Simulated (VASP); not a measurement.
# Al (P-1) in VASP: a series of runs

Aim: see how the results for Al move with the level of theory and the settings. Levels: r2SCANh, r2SCAN50, PBE. Tasks: single point.

Everything below comes from runs of VASP 6.6.1. Logs are shortened: lines on timing, memory, paths and dates and some standing lists are left out, and cuts for length are marked.

### 1 The cell of the first run

The typed cell holds 1 atom: a = 2.824 Å, b = 2.645 Å, c = 2.800 Å, α = 110.77°, β = 108.30°, γ = 109.45°.

### 2 Single point, r2SCANh

The input, POSCAR:

```
Al
1.0
   -1.5759003900      1.6569236100      1.6579838500
    1.4794763400     -1.5976414500      1.5022776300
    1.6144548200      1.6361958800     -1.5987016800
Al
1
Direct
    0.0000000000      0.0000000000      0.0000000000
```

The input, INCAR.step1:

```
PREC = Accurate
ENCUT = 520
EDIFF = 1E-5
ISMEAR = -1
SIGMA = 0.05
LREAL = F
LASPH = T
NELM = 100
ALGO = Normal
ISIF = 2
LWAVE = T
GGA = PE
NBANDS = 8
```

The input, INCAR.step2:

```
PREC = Accurate
ENCUT = 520
EDIFF = 1E-7
ISMEAR = -1
SIGMA = 0.05
LREAL = F
LASPH = T
NELM = 100
ALGO = Normal
ISIF = 2
LWAVE = F
LCHARG = T
METAGGA = R2SCAN
LHFCALC = T
AEXX = 0.1
LMIXTAU = T
PRECFOCK = Normal
LELF = T
LVHAR = T
ISTART = 1
NBANDS = 8
```

The input, KPOINTS:

```
Automatic mesh
0
Gamma
  6 6 6
```

Potentials or basis: VASP PAW PBE potentials, release 64 (Al).

Run with:

```console
> cat potpaw_PBE.64/Al/POTCAR > POTCAR
> cp INCAR.step1 INCAR
> mpirun -np 1 vasp_std > vasp.out
> cp INCAR.step2 INCAR
> mpirun -np 1 vasp_std > vasp.out
```

OUTCAR:

```text
PREC = Accurate
   ENCUT = 520
   EDIFF = 1E-7
   ISMEAR = -1
   LREAL = F
   LASPH = T
   NELM = 100
   ISIF = 2
   METAGGA = R2SCAN
   LHFCALC = T
   AEXX = 0.1
   PRECFOCK = Normal
   ISTART = 1

 ion  position               nearest neighbor table
   1  0.000  0.000  0.000-

  LATTYP: Found a triclinic cell.
 ALAT       =     2.6454010133
 B/A-ratio  =     1.6944159200
 C/A-ratio  =     1.0676998823
 COS(alpha) =     0.0003266186
 COS(beta)  =     0.3329699808
 COS(gamma) =     0.8117332543

  Lattice vectors:

 A1 = (   1.4794763400,  -1.5976414500,   1.5022776300)
 A2 = (  -0.1349784800,  -3.2338373300,   3.1009793100)
 A3 = (   1.5759003900,  -1.6569236100,  -1.6579838500)

Analysis of symmetry for initial positions (statically):
=====================================================================
 Subroutine PRICEL returns:
 Original cell was already a primitive cell.

 Routine SETGRP: Setting up the symmetry group for a
 triclinic supercell.

 Subroutine GETGRP returns: Found  2 space group operations
 (whereof  2 operations were pure point group operations)
 out of a pool of  2 trial point group operations.

The static configuration has the point symmetry S_2 .

Analysis of symmetry for dynamics (positions and initial velocities):
=====================================================================
 Subroutine PRICEL returns:
 Original cell was already a primitive cell.

 Routine SETGRP: Setting up the symmetry group for a
 triclinic supercell.

 Subroutine GETGRP returns: Found  2 space group operations
 (whereof  2 operations were pure point group operations)
 out of a pool of  2 trial point group operations.

The dynamic configuration has the point symmetry S_2 .

 Subroutine INISYM returns: Found  2 space group operations
 (whereof  2 operations are pure point group operations),
 and found     1 'primitive' translations

----------------------------------------------------------------------------------------

                                     Primitive cell

  volume of cell :      16.0761

  direct lattice vectors                    reciprocal lattice vectors
    -1.575900390  1.656923610  1.657983850     0.005979769  0.297994469  0.311021997
     1.479476340 -1.597641450  1.502277630     0.333519928 -0.009787513  0.326789278
     1.614454820  1.636195880 -1.598701680     0.319605524  0.299847346  0.004126893

  length of vectors
     2.824494350  2.645401013  2.799901496     0.430779693  0.467035941  0.438261512

  position of ions in fractional coordinates (direct lattice)
     0.000000000  0.000000000  0.000000000

  ion indices of the primitive-cell ions
   primitive index   ion index
                 1           1

----------------------------------------------------------------------------------------

 KPOINTS: Automatic mesh

Automatic generation of k-mesh.
 Grid dimensions read from file:
 generate k-points for:    6    6    6

 Generating k-lattice:

  Cartesian coordinates                     Fractional coordinates (reciprocal lattice)
     0.000996628  0.049665745  0.051837000     0.166666667  0.000000000 -0.000000000
     0.055586655 -0.001631252  0.054464880     0.000000000  0.166666667 -0.000000000
     0.053267587  0.049974558  0.000687815     0.000000000 -0.000000000  0.166666667

  Length of vectors
     0.071796616  0.077839323  0.073043585

  Shift w.r.t. Gamma in fractional coordinates (k-lattice)
     0.000000000  0.000000000  0.000000000

 Subroutine IBZKPT returns following result:
 ===========================================

 Found    112 irreducible k-points:

 Following reciprocal coordinates:
            Coordinates               Weight
  0.000000  0.000000  0.000000      1.000000
  0.166667  0.000000 -0.000000      2.000000
  0.333333  0.000000  0.000000      2.000000
  0.500000 -0.000000  0.000000      1.000000
 -0.000000  0.166667  0.000000      2.000000
  0.166667  0.166667  0.000000      2.000000
[... 16 lines left out ...]
  0.333333 -0.000000  0.166667      2.000000
  0.500000  0.000000  0.166667      2.000000
 [... further k-points ...]
   k-points           NKPTS =    112   k-points in BZ     NKDIM =    216   number of bands    NBANDS=      8
   number of dos      NEDOS =    301   number of ions     NIONS =      1
   total plane-waves  NPLWV =  11520
   dimension x,y,z NGX =    24 NGY =   20 NGZ =   24
   dimension x,y,z NGXF=    48 NGYF=   40 NGZF=   48
   ions per type =               1
   NGX,Y,Z   is equivalent  to a cutoff of  14.13, 12.57, 14.25 a.u.
   NGXF,Y,Z  is equivalent  to a cutoff of  28.25, 25.14, 28.50 a.u.
 SYSTEM =  unknown system
   PREC   = accura    normal or accurate (medium, high low for compatibility)
   ISTART =      1    job   : 0-new  1-cont  2-samecut
   ICHARG =      0    charge: 1-file 2-atom 10-const
   ISPIN  =      1    spin polarized calculation?
   LNONCOLLINEAR =      F non collinear calculations
   LSORBIT =      F    spin-orbit coupling
   LASPH  =      T    aspherical Exc in radial PAW
   ENCUT  =  520.0 eV  38.22 Ry    6.18 a.u.   5.25  4.92  5.21*2*pi/ulx,y,z
   NELM   =    100;   NELMIN=  2; NELMDL=  0     # of ELM steps
   EDIFF  = 0.1E-06   stopping-criterion for ELM
   LREAL  =      F    real-space projection
   EDIFFG = 0.1E-05   stopping-criterion for IOM
   NSW    =      0    number of steps for IOM
   IBRION =     -1    ionic relax: 0-MD 1-quasi-New 2-CG
   NFREE  =      0    steps in history (QN), initial steepest desc. (CG)
   ISIF   =      2    stress and relaxation
   ISYM   =      3    0-nonsym 1-usesym 2-fastsym
   POTIM  = 0.5000    time-step for ionic-motion
   TEBEG  =    0.0;   TEEND  =   0.0 temperature during run
   PSTRESS=    0.0 pullay stress
   NELECT =       3.0000    total number of electrons
   NUPDOWN=      -1.0000    fix difference up-down
   EMIN   =  10.00;   EMAX   =-10.00  energy-range for DOS
   EFERMI =   0.00;   METHOD = LEGACY
   ISMEAR =    -1;   SIGMA  =   0.05  broadening in eV -4-tet -1-fermi 0-gaus
   EFERMI_NEDOS =   21; number of points for ismear=-14 and -15
   IALGO  =     38    algorithm
   IMIX   =      1    mixing-type and parameters
     AMIX     =   0.40;   BMIX     =  1.00
     AMIX_MAG =   1.60;   BMIX_MAG =  1.00
  volume/ion in A,a.u.               =      16.08       108.49
  Fermi-wavevector in a.u.,A,eV,Ry     =   0.935523  1.767883 11.907874  0.875204
  Thomas-Fermi vector in A             =   2.062440
   LORBIT       =      0    0 simple, 1 ext, 2 COOP (PROOUT), +10 PAW based schemes
   METAGGA = R2SCAN    functional components
   LHFCALC =     T    Hartree Fock is set to
   PRECFOCK=normal    Normal, Fast or Accurate (Low or Medium for compatibility)
   ENCUT4O =  -1.0   cutoff for four orbital integrals eV
   NKREDX  =     1    reduce k-point grid by
   NKREDY  =     1    reduce k-point grid by
   NKREDZ  =     1    reduce k-point grid by
   AEXX    =    0.1000 exact exchange contribution
   HFSCREEN=    0.0000 screening length (either q_TF or 0.3 A-1)
   HFSCREENC=   0.0000 screening length for correlation (either q_TF or 0.3 A-1)
   ENCUTFOCK=  -1.0 apply spherical cutoff to Coloumb kernel
   IVDW    =     0    specifies the selected vdW correction
   LEPSILON=     F    determine dielectric tensor
   LRPA    =     F    only Hartree local field effects (RPA)
 non-spin polarized calculation
  energy-cutoff  :      520.00
  volume of cell :       16.08
 maximum number of plane-waves:       444
 NGX is ok and might be reduce to    24
  NGX = 16; NGY = 16; NGZ = 16

 number of electron       3.0000000 magnetization

 Free energy of the ion-electron system (eV)
  ---------------------------------------------------
  ext. energy  EPLUGINS =         0.00000000
  ---------------------------------------------------
  free energy    TOTEN  =        -6.60903876 eV

  energy without entropy =       -6.60762010  energy(sigma->0) =       -6.60832943

 E-fermi :   8.0999     XC(G=0): -10.0145

 val. band max:        7.9604232604   @ k =   0.0000   0.5000   0.1667
 cond. band min:       8.1123588266   @ k =  -0.3333   0.5000   0.1667
 fundamental gap:      0.1519355662
 Fermi energy:         8.0999123915

 k-point     1 :       0.0000    0.0000    0.0000
  band No.  band energies     occupation
      1      -4.4401      2.00000
      2      21.9739      0.00000
      3      22.8904      0.00000
      4      23.4299      0.00000
      5      23.8371      0.00000
      6      24.4069      0.00000
      7      25.7453      0.00000
      8      25.9788      0.00000

 k-point     2 :       0.1667    0.0000   -0.0000
  band No.  band energies     occupation
      1      -3.6016      2.00000
      2      15.7585      0.00000
      3      20.5253      0.00000
      4      20.8448      0.00000
      5      23.5717      0.00000
      6      24.9393      0.00000
      7      26.5268      0.00000
      8      27.4246      0.00000

 k-point     3 :       0.3333    0.0000    0.0000
  band No.  band energies     occupation
      1      -1.1057      2.00000
      2       8.9243      0.00000
      3      18.5944      0.00000
      4      18.7184      0.00000
      5      21.8837      0.00000
      6      23.0446      0.00000
      7      28.6696      0.00000
      8      29.8930      0.00000

 k-point     4 :       0.5000   -0.0000    0.0000
  band No.  band energies     occupation
      1       2.7927      2.00000
      2       3.2534      2.00000
      3      17.9137      0.00000
      4      17.9992      0.00000
      5      21.3029      0.00000
      6      22.3033      0.00000
      7      30.7347      0.00000
      8      32.6043      0.00000

 k-point     5 :      -0.0000    0.1667    0.0000
  band No.  band energies     occupation
      1      -3.4563      2.00000
      2      18.7516      0.00000
      3      19.3739      0.00000
      4      20.0570      0.00000
      5      21.7909      0.00000
      6      23.0754      0.00000
      7      26.1766      0.00000
      8      26.4034      0.00000

 k-point     6 :       0.1667    0.1667    0.0000
  band No.  band energies     occupation
      1      -1.7210      2.00000
      2      12.5461      0.00000
      3      15.8171      0.00000
      4      17.9230      0.00000
      5      22.8195      0.00000
      6      23.7870      0.00000
      7      27.6993      0.00000
      8      29.6637      0.00000

 k-point     7 :       0.3333    0.1667   -0.0000
  band No.  band energies     occupation
      1       1.6379      2.00000
      2       6.1457      2.00000
      3      13.9982      0.00000
      4      16.6581      0.00000
      5      22.1675      0.00000
      6      25.5963      0.00000
      7      29.3522      0.00000
      8      31.4096      0.00000
[... 133 lines left out ...]
 k-point    20 :       0.5000    0.5000    0.0000
  band No.  band energies     occupation
      1       3.2081      2.00000
      2       4.1413      2.00000
      3      17.5764      0.00000
      4      17.5856      0.00000
      5      19.6907      0.00000
      6      21.0695      0.00000
      7      29.7606      0.00000
      8      32.0653      0.00000

 k-point    21 :       0.0000   -0.0000    0.1667
  band No.  band energies     occupation
      1      -3.5730      2.00000
      2      16.4065      0.00000
      3      19.7351      0.00000
      4      20.6009      0.00000
      5      23.1361      0.00000
      6      24.9159      0.00000
      7      26.6581      0.00000
      8      27.5554      0.00000

 k-point    22 :       0.1667   -0.0000    0.1667
  band No.  band energies     occupation
      1      -1.9110      2.00000
      2      12.7390      0.00000
      3      13.6041      0.00000
      4      20.8989      0.00000
      5      24.6006      0.00000
      6      25.0916      0.00000
      7      27.3440      0.00000
      8      28.0189      0.00000

 k-point    23 :       0.3333   -0.0000    0.1667
  band No.  band energies     occupation
      1       1.3772      2.00000
      2       6.3370      2.00000
      3      12.0280      0.00000
      4      19.2861      0.00000
      5      24.3785      0.00000
      6      25.7921      0.00000
      7      28.5273      0.00000
      8      30.2627      0.00000

 k-point    24 :       0.5000    0.0000    0.1667
  band No.  band energies     occupation
      1       1.4039      2.00000
      2       6.2888      2.00000
      3      12.0442      0.00000
      4      18.9245      0.00000
      5      24.7423      0.00000
      6      25.1949      0.00000
      7      27.7098      0.00000
      8      31.7223      0.00000

 [... further k-points ...]

------------------------ aborting loop because EDIFF is reached ----------------------------------------

  FORCE on cell =-STRESS in cart. coord.  units (eV):
  Direction    XX          YY          ZZ          XY          YZ          ZX
  --------------------------------------------------------------------------------------
  -------------------------------------------------------------------------------------
  Total        0.2301012      0.5067701     -0.1879571     -0.2869951     -0.4438227      0.7152392
  in kB       22.9323013     50.5056309    -18.7321501    -28.6024512    -44.2321752     71.2820396
  external PRESSURE =      18.2352607 kB  Pullay stress =       0.0000000 kB

 VOLUME and BASIS-vectors are now :
 -----------------------------------------------------------------------------
  energy-cutoff  :      520.00
  volume of cell :       16.08
      direct lattice vectors                 reciprocal lattice vectors
    -1.575900390  1.656923610  1.657983850     0.005979769  0.297994469  0.311021997
     1.479476340 -1.597641450  1.502277630     0.333519928 -0.009787513  0.326789278
     1.614454820  1.636195880 -1.598701680     0.319605524  0.299847346  0.004126893

 POSITION                                       TOTAL-FORCE (eV/Angst)
 -----------------------------------------------------------------------------------
      0.00000      0.00000      0.00000         0.000000     -0.000000      0.000000
 -----------------------------------------------------------------------------------
    total drift:                                0.000000      0.000000      0.000000

  FREE ENERGIE OF THE ION-ELECTRON SYSTEM (eV)
  ---------------------------------------------------
  free  energy   TOTEN  =        -6.6090387588 eV

  energy  without entropy=       -6.6076201042  energy(sigma->0) =       -6.60832943
```

Run time: 28 min. Hardware: 1 thread of AMD EPYC 7R43 (Zen 3), shared host; peak memory 0.11 GiB.

What came out:

| Item | Value |
| --- | --- |
| Free energy | -6.6090 eV |
| Pressure | 1.8 GPa |
| Band gap on the k mesh | zero (an odd number of electrons rules out a gap without spin polarisation) |

Caveat: the k points lie up to 0.47 Å⁻¹ apart, too coarse for converged energies and pressures of a metal; the PAW data sets were made with another functional, which shifts forces and pressure a little.

### 3 Single point, r2SCAN50

POSCAR is that of step 2.

The input, INCAR.step1:

```
SYSTEM = Al
PREC = Accurate ; ENCUT = 520
EDIFF = 1E-5 ; ISMEAR = -1
SIGMA = 0.05 ; LREAL = .False.
LASPH = .True. ; NELM = 60
ALGO = Normal ; ISIF = 2
LWAVE = .True. ; LCHARG = .False.
GGA = PE ; NBANDS = 8
```

The input, INCAR.step2:

```
SYSTEM = Al
PREC = Accurate ; ENCUT = 520
EDIFF = 1E-6 ; ISMEAR = -1
SIGMA = 0.05 ; LREAL = .False.
LASPH = .True. ; NELM = 60
ALGO = Normal ; ISIF = 2
LWAVE = .False. ; LCHARG = .False.
METAGGA = R2SCAN ; LHFCALC = .True.
AEXX = 0.5 ; LMIXTAU = .True.
PRECFOCK = Normal ; ISTART = 1
NBANDS = 8
```

The input, KPOINTS:

```
regular mesh
0
Gamma
  6 6 6
  0 0 0
```

Potentials or basis: VASP PAW PBE potentials, release 64 (Al).

Run with:

```console
> cat potpaw_PBE.64/Al/POTCAR > POTCAR
> cp INCAR.step1 INCAR
> mpirun -np 1 vasp_std > vasp.out
> cp INCAR.step2 INCAR
> mpirun -np 1 vasp_std > vasp.out
```

It took 21 min on 1 thread of AMD EPYC 7R43 (Zen 3), shared host; peak memory 0.1 GiB.

It converged, with:

```yaml
Free_energy: -6.6733 eV
Pressure: 2.4 GPa
Band_gap_on_the_k_mesh: zero (an odd number of electrons rules out a gap without spin polarisation)
```

Stress tensor (GPa, compression positive):
```
 3.02 -2.80  7.56
-2.80  6.11 -4.32
 7.56 -4.32 -1.96
```

Levels at points of the mesh, in eV from the Fermi level:
```csv
k point,band 1,band 2,band 3,band 4,band 5
"(0.00, 0.00, 0.00)",-15.32,15.93,16.79,17.33,17.44
"(0.50, 0.00, 0.00)",-6.74,-6.41,11.51,11.61,14.79
"(0.00, 0.50, 0.00)",-5.67,-4.33,9.86,10.17,11.71
"(0.50, 0.50, 0.00)",-6.31,-5.42,11.11,11.27,13.14
"(0.00, 0.00, 0.50)",-6.58,-6.05,10.76,11.00,14.33
"(0.50, 0.00, 0.50)",-6.49,-5.98,10.47,10.64,13.01
"(0.00, 0.50, 0.50)",-6.36,-5.51,11.37,11.70,13.73
"(0.50, 0.50, 0.50)",5.38,6.53,6.71,7.26,7.58
```

Caveat: the k points lie up to 0.47 Å⁻¹ apart, too coarse for converged energies and pressures of a metal; the PAW data sets were made with another functional, which shifts forces and pressure a little.

### 4 Single point, PBE

The input, INCAR:

```
  ALGO = Normal
  EDIFF = 1E-7
  ENCUT = 520
  GGA = PE
  ISIF = 2
  ISMEAR = 1
  LASPH = True
  LCHARG = False
  LREAL = False
  LWAVE = False
  NBANDS = 8
  NELM = 60
  PREC = Accurate
  SIGMA = 0.1
```

The input, KPOINTS:

```
k-points
0
Gamma
  8 9 8
```

POSCAR is that of step 3.

Run with:

```console
> cat potpaw_PBE.64/Al/POTCAR > POTCAR
> mpirun -np 1 vasp_std > vasp.out
```

Wall time 9.2 s (1 thread of Intel Xeon 6975P-C (Granite Rapids), shared host); peak memory 0.14 GiB.

The run converged. Its results:

```
Free energy            : -3.6180 eV
Pressure               : 4.0 GPa
Band gap on the k mesh : zero (an odd number of electrons rules out a gap without spin polarisation)
```

Stress tensor (GPa, compression positive):
```
 2.29 -1.78  3.13
-1.78  6.81 -2.60
 3.13 -2.60  3.02
```

Levels at points of the mesh, in eV from the Fermi level:
| k point | band 1 | band 2 | band 3 | band 4 | band 5 |
| --- | --- | --- | --- | --- | --- |
| (0.00, 0.00, 0.00) | -11.24 | 12.55 | 13.41 | 13.91 | 14.07 |
| (0.50, 0.00, 0.00) | -4.63 | -4.42 | 8.72 | 8.80 | 11.90 |
| (0.00, 0.00, 0.50) | -4.48 | -4.10 | 8.03 | 8.25 | 11.46 |
| (0.50, 0.00, 0.50) | -4.46 | -4.08 | 7.78 | 7.99 | 10.27 |

Caveat: the cell stands under pressure.

[end of part 1 of 2]
